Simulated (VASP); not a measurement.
# KCl (P1) in VASP: relaxation of cell and atoms with PBEsol

Aim: the relaxation of cell and atoms of KCl with PBEsol.

Program: VASP 6.6.1. These are calculated values, not measurements. Logs are shortened: lines on timing, memory, paths and dates and some standing lists are left out, and cuts for length are marked.

## Step 1: The cell of the first run

The typed cell holds 2 atoms: a = 3.864 Å, b = 3.840 Å, c = 3.894 Å, α = 89.56°, β = 88.87°, γ = 91.10°.

## Step 2: Relaxation of cell and atoms, PBEsol

The input, INCAR:

```
ALGO = Normal
EDIFF = 1E-6
EDIFFG = -0.02
ENCUT = 600
GGA = PS
IBRION = 2
ISIF = 3
ISMEAR = 0
LASPH = True
LCHARG = False
LREAL = False
LWAVE = False
NELM = 60
NSW = 60
PREC = Accurate
SIGMA = 0.02
```

The input, KPOINTS:

```
k-points
0
Gamma
  6 6 6
```

The input, POSCAR:

```
KCl
1.0
    3.8641123820     -0.0370098494      0.0383919600
   -0.0370098494      3.8397334874      0.0149728644
    0.0383919600      0.0149728644      3.8939429350
K Cl
1 1
Direct
    0.0076552487      0.0019170681     -0.0134898036
    0.4923447513      0.4980829319      0.5134898036
```

Potentials or basis: VASP PAW PBE potentials, release 64 (K_sv, Cl).

Command:

```console
$ cat potpaw_PBE.64/K_sv/POTCAR potpaw_PBE.64/Cl/POTCAR > POTCAR
$ mpirun -np 1 vasp_std > vasp.out
```

OUTCAR:

```text
EDIFF = 1E-6
   EDIFFG = -0.02
   ENCUT = 600
   GGA = PS
   IBRION = 2
   ISIF = 3
   ISMEAR = 0
   LASPH = True
   LREAL = False
   NELM = 60
   NSW = 60
   PREC = Accurate

 ion  position               nearest neighbor table
   1  0.008  0.002  0.987-   2 3.19
   2  0.492  0.498  0.513-   1 3.19

  LATTYP: Found a triclinic cell.
 ALAT       =     5.3953932819
 B/A-ratio  =     0.7162555391
 C/A-ratio  =     1.0175057834
 COS(alpha) =     0.0006009536
 COS(beta)  =     0.5021045903
 COS(gamma) =     0.7026086326

  Lattice vectors:

 A1 = (  -3.8271025326,  -3.8027236380,  -0.0533648244)
 A2 = (  -3.8641123820,   0.0370098494,  -0.0383919600)
 A3 = (  -0.0013821106,  -3.8547063518,  -3.9089157994)

Analysis of symmetry for initial positions (statically):
=====================================================================
 Subroutine PRICEL returns:
 Original cell was already a primitive cell.

 Routine SETGRP: Setting up the symmetry group for a
 triclinic supercell.

 Subroutine GETGRP returns: Found  1 space group operations
 (whereof  1 operations were pure point group operations)
 out of a pool of  2 trial point group operations.

The static configuration has the point symmetry C_1 .

Analysis of symmetry for dynamics (positions and initial velocities):
=====================================================================
 Subroutine PRICEL returns:
 Original cell was already a primitive cell.

 Routine SETGRP: Setting up the symmetry group for a
 triclinic supercell.

 Subroutine GETGRP returns: Found  1 space group operations
 (whereof  1 operations were pure point group operations)
 out of a pool of  2 trial point group operations.

The dynamic configuration has the point symmetry C_1 .

 Subroutine INISYM returns: Found  1 space group operations
 (whereof  1 operations are pure point group operations),
 and found     1 'primitive' translations

----------------------------------------------------------------------------------------

                                     Primitive cell

  volume of cell :      57.7632

  direct lattice vectors                    reciprocal lattice vectors
     3.864112382 -0.037009849  0.038391960     0.258841088  0.002504868 -0.002561651
    -0.037009849  3.839733487  0.014972864     0.002504868  0.260462887 -0.001026220
     0.038391960  0.014972864  3.893942935    -0.002561651 -0.001026220  0.256838307

  length of vectors
     3.864480324  3.839941037  3.894160976     0.258865882  0.260476953  0.256853132

  position of ions in fractional coordinates (direct lattice)
     0.007655249  0.001917068  0.986510196
     0.492344751  0.498082932  0.513489804

  ion indices of the primitive-cell ions
   primitive index   ion index
                 1           1
                 2           2

----------------------------------------------------------------------------------------

 KPOINTS: k-points

Automatic generation of k-mesh.
 Grid dimensions read from file:
 generate k-points for:    6    6    6

 Generating k-lattice:

  Cartesian coordinates                     Fractional coordinates (reciprocal lattice)
     0.043140181  0.000417478 -0.000426942     0.166666667 -0.000000000  0.000000000
     0.000417478  0.043410481 -0.000171037    -0.000000000  0.166666667  0.000000000
    -0.000426942 -0.000171037  0.042806385     0.000000000  0.000000000  0.166666667

  Length of vectors
     0.043144314  0.043412826  0.042808855

  Shift w.r.t. Gamma in fractional coordinates (k-lattice)
     0.000000000  0.000000000  0.000000000

 Subroutine IBZKPT returns following result:
 ===========================================

 Found    112 irreducible k-points:

 Following reciprocal coordinates:
            Coordinates               Weight
  0.000000  0.000000  0.000000      1.000000
  0.166667  0.000000  0.000000      2.000000
  0.333333 -0.000000  0.000000      2.000000
  0.500000  0.000000  0.000000      1.000000
  0.000000  0.166667  0.000000      2.000000
  0.166667  0.166667  0.000000      2.000000
[... 16 lines left out ...]
  0.333333 -0.000000  0.166667      2.000000
  0.500000 -0.000000  0.166667      2.000000
 [... further k-points ...]
   k-points           NKPTS =    112   k-points in BZ     NKDIM =    112   number of bands    NBANDS=     12
   number of dos      NEDOS =    301   number of ions     NIONS =      2
   total plane-waves  NPLWV =  32768
   dimension x,y,z NGX =    32 NGY =   32 NGZ =   32
   dimension x,y,z NGXF=    64 NGYF=   64 NGZF=   64
   ions per type =               1   1
   NGX,Y,Z   is equivalent  to a cutoff of  13.77, 13.85, 13.66 a.u.
   NGXF,Y,Z  is equivalent  to a cutoff of  27.53, 27.71, 27.32 a.u.
 SYSTEM =  unknown system
   PREC   = accura    normal or accurate (medium, high low for compatibility)
   ISTART =      0    job   : 0-new  1-cont  2-samecut
   ICHARG =      2    charge: 1-file 2-atom 10-const
   ISPIN  =      1    spin polarized calculation?
   LNONCOLLINEAR =      F non collinear calculations
   LSORBIT =      F    spin-orbit coupling
   LASPH  =      T    aspherical Exc in radial PAW
   ENCUT  =  600.0 eV  44.10 Ry    6.64 a.u.   7.72  7.67  7.78*2*pi/ulx,y,z
   NELM   =     60;   NELMIN=  2; NELMDL= -5     # of ELM steps
   EDIFF  = 0.1E-05   stopping-criterion for ELM
   LREAL  =      F    real-space projection
   EDIFFG = -.2E-01   stopping-criterion for IOM
   NSW    =     60    number of steps for IOM
   IBRION =      2    ionic relax: 0-MD 1-quasi-New 2-CG
   NFREE  =      1    steps in history (QN), initial steepest desc. (CG)
   ISIF   =      3    stress and relaxation
   ISYM   =      2    0-nonsym 1-usesym 2-fastsym
   POTIM  = 0.5000    time-step for ionic-motion
   TEBEG  =    0.0;   TEEND  =   0.0 temperature during run
   PSTRESS=    0.0 pullay stress
   NELECT =      16.0000    total number of electrons
   NUPDOWN=      -1.0000    fix difference up-down
   EMIN   =  10.00;   EMAX   =-10.00  energy-range for DOS
   EFERMI =   0.00;   METHOD = LEGACY
   ISMEAR =     0;   SIGMA  =   0.02  broadening in eV -4-tet -1-fermi 0-gaus
   EFERMI_NEDOS =   21; number of points for ismear=-14 and -15
   IALGO  =     38    algorithm
   IMIX   =      4    mixing-type and parameters
     AMIX     =   0.40;   BMIX     =  1.00
     AMIX_MAG =   1.60;   BMIX_MAG =  1.00
  volume/ion in A,a.u.               =      28.88       194.90
  Fermi-wavevector in a.u.,A,eV,Ry     =   1.067164  2.016648 15.494846  1.138839
  Thomas-Fermi vector in A             =   2.202772
   LORBIT       =      0    0 simple, 1 ext, 2 COOP (PROOUT), +10 PAW based schemes
   GGA     = PS    functional components
   LHFCALC =     F    Hartree Fock is set to
   AEXX    =    0.0000 exact exchange contribution
   IVDW    =     0    specifies the selected vdW correction
   LEPSILON=     F    determine dielectric tensor
   LRPA    =     F    only Hartree local field effects (RPA)
 conjugate gradient relaxation of ions
 non-spin polarized calculation
 Gauss-broadening in eV      SIGMA  =   0.02
  energy-cutoff  :      600.00
  volume of cell :       57.76
 maximum number of plane-waves:      1940
   NGX = 15   NGY = 15   NGZ = 15

--------------------------------------- Ionic step        1  -------------------------------------------

 number of electron      16.0000000 magnetization

 Free energy of the ion-electron system (eV)
  ---------------------------------------------------
  ext. energy  EPLUGINS =         0.00000000
  ---------------------------------------------------
  free energy    TOTEN  =        -6.88053051 eV

  energy without entropy =       -6.88053051  energy(sigma->0) =       -6.88053051

------------------------ aborting loop because EDIFF is reached ----------------------------------------

  FORCE on cell =-STRESS in cart. coord.  units (eV):
  Direction    XX          YY          ZZ          XY          YZ          ZX
  --------------------------------------------------------------------------------------
  -------------------------------------------------------------------------------------
  Total       -0.5586359     -0.4651461     -0.6702498      0.0247221     -0.0215062     -0.0431894
  in kB      -15.4948899    -12.9017629    -18.5907266      0.6857171     -0.5965188     -1.1979449
  external PRESSURE =     -15.6624598 kB  Pullay stress =       0.0000000 kB
[... 273 lines left out ...]
  energy  without entropy=       -6.9149104977  energy(sigma->0) =       -6.91491050

--------------------------------------- Ionic step        9  -------------------------------------------

 number of electron      15.9999998 magnetization

 Free energy of the ion-electron system (eV)
  ---------------------------------------------------
  ext. energy  EPLUGINS =         0.00000000
  ---------------------------------------------------
  free energy    TOTEN  =        -6.91545590 eV

  energy without entropy =       -6.91545590  energy(sigma->0) =       -6.91545590

 E-fermi :  -0.3582     XC(G=0):  -8.6023

 val. band max:       -0.5255031312   @ k =   0.5000   0.5000   0.0000
 cond. band min:       4.3970799673   @ k =   0.0000   0.0000   0.0000
 fundamental gap:      4.9225830986
 Fermi energy:        -0.3582274788

 k-point     1 :       0.0000    0.0000    0.0000
  band No.  band energies     occupation
      1     -28.2982      2.00000
      2     -13.2246      2.00000
      3     -11.7343      2.00000
      4     -11.7343      2.00000
      5     -11.7325      2.00000
      6      -0.7552      2.00000
      7      -0.7540      2.00000
      8      -0.7433      2.00000
      9       4.3971      0.00000
     10       5.8315      0.00000
     11       5.8371      0.00000
     12      10.2619      0.00000
[... 331 lines left out ...]
 k-point    24 :       0.5000   -0.0000    0.1667
  band No.  band energies     occupation
      1     -28.2648      2.00000
      2     -13.3132      2.00000
      3     -11.7782      2.00000
      4     -11.6848      2.00000
      5     -11.6603      2.00000
      6      -2.3789      2.00000
      7      -1.0911      2.00000
      8      -0.7248      2.00000
      9       7.0096      0.00000
     10       7.3301      0.00000
     11       8.2018      0.00000
     12       9.5596      0.00000

 [... further k-points ...]
[... 5 lines left out ...]
  --------------------------------------------------------------------------------------
  -------------------------------------------------------------------------------------
  Total       -0.0145352     -0.0236109     -0.0027409     -0.0054820      0.0097597      0.0204563
  in kB       -0.4430005     -0.7196106     -0.0835375     -0.1670795      0.2974561      0.6234651
  external PRESSURE =      -0.4153829 kB  Pullay stress =       0.0000000 kB
[... 17 lines left out ...]
  FREE ENERGIE OF THE ION-ELECTRON SYSTEM (eV)
  ---------------------------------------------------
  free  energy   TOTEN  =        -6.9154558989 eV

  energy  without entropy=       -6.9154558989  energy(sigma->0) =       -6.91545590

 reached required accuracy - stopping structural energy minimisation
```

Wall time 3.8 min (1 thread of Intel Xeon Platinum 8259CL at 2.50GHz (Skylake/Cascade Lake), shared host); peak memory 0.26 GiB.

Results:

| Item | Value |
| --- | --- |
| Free energy | -6.9155 eV |
| Relaxed volume | 26.28 Å³/atom |
| Relaxed cell | a = 3.746 Å, b = 3.748 Å, c = 3.744 Å, α = 90.24°, β = 90.51°, γ = 89.84° |
| Space group after relaxing (to 0.1 Å) | Pm-3m (No. 221) |
| Energy gained by relaxing | 17.5 meV/atom |
| Ionic steps | 9 |
| Pressure after relaxing | 0.0 GPa |
| Largest force after relaxing | 0.011 eV/Å |
| Band gap on the k mesh | 4.92 eV (least direct gap 5.14 eV) |

Forces on the atoms (eV/Å):
```
K    0.000  0.004  0.010
Cl   0.000 -0.004 -0.010
```

Step by step:
```tsv
step	energy change (eV)	largest force (eV/Å)	pressure (GPa)	volume (Å³)
1	0.0000	0.0631	-1.57	57.76
2	-0.0195	0.0805	-0.95	55.43
3	-0.0291	0.1003	-0.06	52.87
4	-0.0293	0.1032	0.09	52.51
5	-0.0309	0.0877	0.07	52.46
6	-0.0338	0.0466	0.08	52.31
7	-0.0327	0.0224	0.23	51.99
8	-0.0344	0.0196	0.13	52.18
9	-0.0349	0.0107	-0.04	52.57
```

Final structure:
```yaml
crystal:
  lattice:
    - [3.74631, 0.00494, -0.01682]
    - [0.00527, 3.74845, -0.00800]
    - [-0.01658, -0.00795, 3.74354]
  atoms:
    - { symbol: K, position: [0.00010, 0.99937, 0.99851] }
    - { symbol: Cl, position: [0.49990, 0.50063, 0.50149] }
```

Levels at points of the mesh, in eV from the valence-band top:
| k point | band 5 | band 6 | band 7 | band 8 | band 9 | band 10 | band 11 | band 12 |
| --- | --- | --- | --- | --- | --- | --- | --- | --- |
| (0.00, 0.00, 0.00) | -11.21 | -0.23 | -0.23 | -0.22 | 4.92 | 6.36 | 6.36 | 10.79 |
| (0.50, 0.00, 0.00) | -11.05 | -2.01 | -0.26 | -0.25 | 7.85 | 7.88 | 8.54 | 10.00 |
| (0.00, 0.50, 0.00) | -11.05 | -2.01 | -0.27 | -0.24 | 7.85 | 7.88 | 8.54 | 10.00 |
| (0.50, 0.50, 0.00) | -11.14 | -1.34 | -1.33 | 0.00 | 6.08 | 7.24 | 8.93 | 8.94 |
| (0.00, 0.00, 0.50) | -11.05 | -2.02 | -0.26 | -0.25 | 7.85 | 7.88 | 8.55 | 10.00 |
| (0.50, 0.00, 0.50) | -11.14 | -1.35 | -1.33 | -0.01 | 6.08 | 7.23 | 8.92 | 8.92 |
| (0.00, 0.50, 0.50) | -11.14 | -1.34 | -1.33 | 0.00 | 6.08 | 7.23 | 8.92 | 8.93 |
| (0.50, 0.50, 0.50) | -11.42 | -1.53 | -1.53 | -1.53 | 8.82 | 8.89 | 8.93 | 10.10 |

Caveat: the PAW data sets were made with another functional, which shifts forces and pressure a little. A k mesh can miss the band edges.
